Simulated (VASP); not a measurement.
# Na (Fm-3m) in VASP: further runs

Runs on Na. Level: LDA. Tasks: single point.

All numbers are computed with VASP 6.6.1; they aren't measurements. Logs are shortened: lines on timing, memory, paths and dates and some standing lists are left out, and cuts for length are marked.

## Step 1: The cell of the first run

Symmetry: Fm-3m, No. 225, cubic system. Conventional cell: a = 5.112 Å, b = 5.112 Å, c = 5.112 Å, α = 90.00°, β = 90.00°, γ = 90.00°. Na (site symmetry m-3m) has 12 Na at 3.61 Å within 4.7 Å.

## Step 2: Single point, LDA

File INCAR:

```
ALGO = Normal ; EDIFF = 1E-6
ENCUT = 520 ; GGA = CA
ISIF = 2 ; ISMEAR = -1
LASPH = True ; LCHARG = True
LELF = True ; LREAL = False
LVHAR = True ; LWAVE = False
NBANDS = 10 ; NELM = 100
PREC = Accurate ; SIGMA = 0.05
```

File KPOINTS:

```
k-points
0
Gamma
  13 13 13
```

File POSCAR:

```
Na
1.0
    0.0000000000      2.5560155302      2.5560155302
    2.5560155302      0.0000000000      2.5560155302
    2.5560155302      2.5560155302      0.0000000000
Na
1
Direct
    0.0000000000      0.0000000000      0.0000000000
```

Potentials or basis: VASP PAW LDA potentials, release 64 (Na_pv).

Launch:

```console
cat potpaw_LDA.64/Na_pv/POTCAR > POTCAR
mpirun -np 1 vasp_std > vasp.out
```

OUTCAR:

```text
EDIFF = 1E-6
   ENCUT = 520
   GGA = CA
   ISIF = 2
   ISMEAR = -1
   LASPH = True
   LREAL = False
   NELM = 100
   PREC = Accurate

 ion  position               nearest neighbor table
   1  0.000  0.000  0.000-

  LATTYP: Found a face centered cubic cell.
 ALAT       =     5.1120310604

  Lattice vectors:

 A1 = (   0.0000000000,   2.5560155302,   2.5560155302)
 A2 = (   2.5560155302,   0.0000000000,   2.5560155302)
 A3 = (   2.5560155302,   2.5560155302,   0.0000000000)

Analysis of symmetry for initial positions (statically):
=====================================================================
 Subroutine PRICEL returns:
 Original cell was already a primitive cell.

 Routine SETGRP: Setting up the symmetry group for a
 face centered cubic supercell.

 Subroutine GETGRP returns: Found 48 space group operations
 (whereof 48 operations were pure point group operations)
 out of a pool of 48 trial point group operations.

The static configuration has the point symmetry O_h .

Analysis of symmetry for dynamics (positions and initial velocities):
=====================================================================
 Subroutine PRICEL returns:
 Original cell was already a primitive cell.

 Routine SETGRP: Setting up the symmetry group for a
 face centered cubic supercell.

 Subroutine GETGRP returns: Found 48 space group operations
 (whereof 48 operations were pure point group operations)
 out of a pool of 48 trial point group operations.

The dynamic configuration has the point symmetry O_h .

 Subroutine INISYM returns: Found 48 space group operations
 (whereof 48 operations are pure point group operations),
 and found     1 'primitive' translations

----------------------------------------------------------------------------------------

                                     Primitive cell

  volume of cell :      33.3980

  direct lattice vectors                    reciprocal lattice vectors
     0.000000000  2.556015530  2.556015530    -0.195616965  0.195616965  0.195616965
     2.556015530  0.000000000  2.556015530     0.195616965 -0.195616965  0.195616965
     2.556015530  2.556015530  0.000000000     0.195616965  0.195616965 -0.195616965

  length of vectors
     3.614751828  3.614751828  3.614751828     0.338818522  0.338818522  0.338818522

  position of ions in fractional coordinates (direct lattice)
     0.000000000  0.000000000  0.000000000

  ion indices of the primitive-cell ions
   primitive index   ion index
                 1           1

[... 73 lines left out ...]
   EDIFFG = 0.1E-04   stopping-criterion for IOM
   NSW    =      0    number of steps for IOM
   IBRION =     -1    ionic relax: 0-MD 1-quasi-New 2-CG
   NFREE  =      0    steps in history (QN), initial steepest desc. (CG)
   ISIF   =      2    stress and relaxation
   ISYM   =      2    0-nonsym 1-usesym 2-fastsym
   POTIM  = 0.5000    time-step for ionic-motion
   TEBEG  =    0.0;   TEEND  =   0.0 temperature during run
   PSTRESS=    0.0 pullay stress
   NELECT =       7.0000    total number of electrons
   NUPDOWN=      -1.0000    fix difference up-down
   EMIN   =  10.00;   EMAX   =-10.00  energy-range for DOS
   EFERMI =   0.00;   METHOD = LEGACY
   ISMEAR =    -1;   SIGMA  =   0.05  broadening in eV -4-tet -1-fermi 0-gaus
   EFERMI_NEDOS =   21; number of points for ismear=-14 and -15
   IALGO  =     38    algorithm
   IMIX   =      4    mixing-type and parameters
     AMIX     =   0.40;   BMIX     =  1.00
     AMIX_MAG =   1.60;   BMIX_MAG =  1.00
  volume/ion in A,a.u.               =      33.40       225.38
  Fermi-wavevector in a.u.,A,eV,Ry     =   0.972450  1.837664 12.866476  0.945659
  Thomas-Fermi vector in A             =   2.102750
   LORBIT       =      0    0 simple, 1 ext, 2 COOP (PROOUT), +10 PAW based schemes
   GGA     = CA    functional components
   LHFCALC =     F    Hartree Fock is set to
   AEXX    =    0.0000 exact exchange contribution
   IVDW    =     0    specifies the selected vdW correction
   LEPSILON=     F    determine dielectric tensor
   LRPA    =     F    only Hartree local field effects (RPA)
 non-spin polarized calculation
  energy-cutoff  :      520.00
  volume of cell :       33.40
 maximum number of plane-waves:       914
   NGX = 13   NGY = 13   NGZ = 13

 number of electron       6.9999992 magnetization

 Free energy of the ion-electron system (eV)
  ---------------------------------------------------
  ext. energy  EPLUGINS =         0.00000000
  ---------------------------------------------------
  free energy    TOTEN  =        -1.45419286 eV

  energy without entropy =       -1.44952485  energy(sigma->0) =       -1.45185886

 E-fermi :   0.4813     XC(G=0):  -7.0271

 val. band max:        0.3700222203   @ k =   0.3846   0.3846   0.0000
 cond. band min:       0.4975297980   @ k =  -0.3077   0.2308   0.0769
 fundamental gap:      0.1275075777
 Fermi energy:         0.4812558862

 k-point     1 :       0.0000    0.0000    0.0000
  band No.  band energies     occupation
      1     -24.3957      2.00000
      2     -24.3957      2.00000
      3     -24.3957      2.00000
      4      -3.0442      2.00000
      5      12.1378      0.00000
      6      12.1378      0.00000
      7      12.1378      0.00000
      8      13.4924      0.00000
      9      13.9799      0.00000
     10      13.9799      0.00000
[... 287 lines left out ...]
 k-point    24 :       0.4615    0.1538    0.0000
  band No.  band energies     occupation
      1     -24.4409      2.00000
      2     -24.4083      2.00000
      3     -24.4055      2.00000
      4       0.2351      1.98556
      5       3.2341      0.00000
      6       8.4818      0.00000
      7       9.6565      0.00000
      8      10.6903      0.00000
      9      14.7705      0.00000
     10      15.7620      0.00000

 [... further k-points ...]
[... 5 lines left out ...]
  --------------------------------------------------------------------------------------
  -------------------------------------------------------------------------------------
  Total       -0.0061692     -0.0061692     -0.0061692      0.0000000      0.0000000     -0.0000000
  in kB       -0.2959513     -0.2959513     -0.2959513      0.0000000      0.0000000     -0.0000000
  external PRESSURE =      -0.2959513 kB  Pullay stress =       0.0000000 kB

 VOLUME and BASIS-vectors are now :
 -----------------------------------------------------------------------------
  energy-cutoff  :      520.00
  volume of cell :       33.40
      direct lattice vectors                 reciprocal lattice vectors
     0.000000000  2.556015530  2.556015530    -0.195616965  0.195616965  0.195616965
     2.556015530  0.000000000  2.556015530     0.195616965 -0.195616965  0.195616965
     2.556015530  2.556015530  0.000000000     0.195616965  0.195616965 -0.195616965

 POSITION                                       TOTAL-FORCE (eV/Angst)
 -----------------------------------------------------------------------------------
      0.00000      0.00000      0.00000        -0.000000     -0.000000     -0.000000
 -----------------------------------------------------------------------------------
    total drift:                               -0.000000     -0.000000     -0.000000

  FREE ENERGIE OF THE ION-ELECTRON SYSTEM (eV)
  ---------------------------------------------------
  free  energy   TOTEN  =        -1.4541928571 eV

  energy  without entropy=       -1.4495248538  energy(sigma->0) =       -1.45185886
```

stdout:

```text
POSCAR found type information on POSCAR Na
 POSCAR found :  1 types and       1 ions
 scaLAPACK will be used
 LDA part: xc-table for (Slater(with rela. corr.)+CA(PZ))
 , standard interpolation
 POSCAR, INCAR and KPOINTS ok, starting setup
 FFT: planning ... GRIDC
 FFT: planning ... GRID_SOFT
 FFT: planning ... GRID
 WAVECAR not read
 entering main loop
```

Run time: 21 s. Hardware: 1 thread of Intel Xeon Platinum 8259CL at 2.50GHz (Skylake/Cascade Lake), shared host; peak memory 0.14 GiB.

Results:

```yaml
Free_energy: -1.4542 eV
Pressure: 0.0 GPa
```

## Step 3: Single point, LDA

File INCAR:

```
ALGO = Normal
EDIFF = 1E-6
ENCUT = 520
ISIF = 2
ISMEAR = -1
LASPH = T
LCHARG = T
LELF = T
LREAL = F
LVHAR = T
LWAVE = F
NBANDS = 10
NELM = 60
PREC = Accurate
SIGMA = 0.05
```

KPOINTS is that of step 2.

POSCAR is that of step 2.

Potentials or basis: VASP PAW LDA potentials, release 64 (Na_pv).

Launch:

```console
cat potpaw_LDA.64/Na_pv/POTCAR > POTCAR
mpirun -np 1 vasp_std > vasp.out
```

Run time: 26 s. Hardware: 1 thread of Intel Xeon Platinum 8259CL at 2.50GHz (Skylake/Cascade Lake), shared host; peak memory 0.14 GiB.

It converged, with:

```yaml
Free_energy: -1.4542 eV
Pressure: 0.0 GPa
```

Levels at points of the mesh, in eV from the Fermi level:
```tsv
k point	band 2	band 3	band 4	band 5	band 6	band 7
(0.00, 0.00, 0.00)	-24.88	-24.88	-3.53	11.66	11.66	11.66
```
